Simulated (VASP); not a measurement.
Here is a VASP 6.6.1 calculation.

Contents of INCAR:

```
PREC = Accurate ; ENCUT = 520
EDIFF = 1E-6 ; ISMEAR = 0
SIGMA = 0.1 ; LREAL = False
LASPH = True ; NELM = 80
ALGO = Normal ; ISIF = 2
LWAVE = False ; LCHARG = False
GGA = PE ; NBANDS = 41
```

KPOINTS

```
regular mesh
0
Gamma
  6 6 2
```

POSCAR

```
SiGe2
1.0
    2.9582785800      0.0000000000      0.0000000000
   -1.4791392900      2.5619444000      0.0000000000
    0.0000000000      0.0000000000     14.1879314100
Si Ge
2 4
Direct
    0.3333333300      0.6666666700      0.2500000000
    0.6666666700      0.3333333300      0.7500000000
    0.3333333300      0.6666666700      0.9166666700
    0.3333333300      0.6666666700      0.5833333300
    0.6666666700      0.3333333300      0.0833333300
    0.6666666700      0.3333333300      0.4166666700
```

Potentials or basis: VASP PAW PBE potentials, release 64 (Si, Ge_d).

Launch:

```bash
$ cat potpaw_PBE.64/Si/POTCAR potpaw_PBE.64/Ge_d/POTCAR > POTCAR
$ mpirun -np 1 vasp_std > vasp.out
```

Problem. Estimate the largest force.

Solution. 0.426 eV/Å.

Problem. Predict the pressure.

Solution. 0.3 GPa.

Problem. What does it give for the band gap on the k mesh?

Solution. Zero (bands 32 and 33 overlap by 9.76 eV).

Stress tensor (GPa, compression positive):
```
 2.21  0.00  0.00
 0.00  2.21  0.00
 0.00  0.00 -3.41
```

Caveat: the k points lie up to 0.41 Å⁻¹ apart, too coarse for converged energies and pressures of a metal.
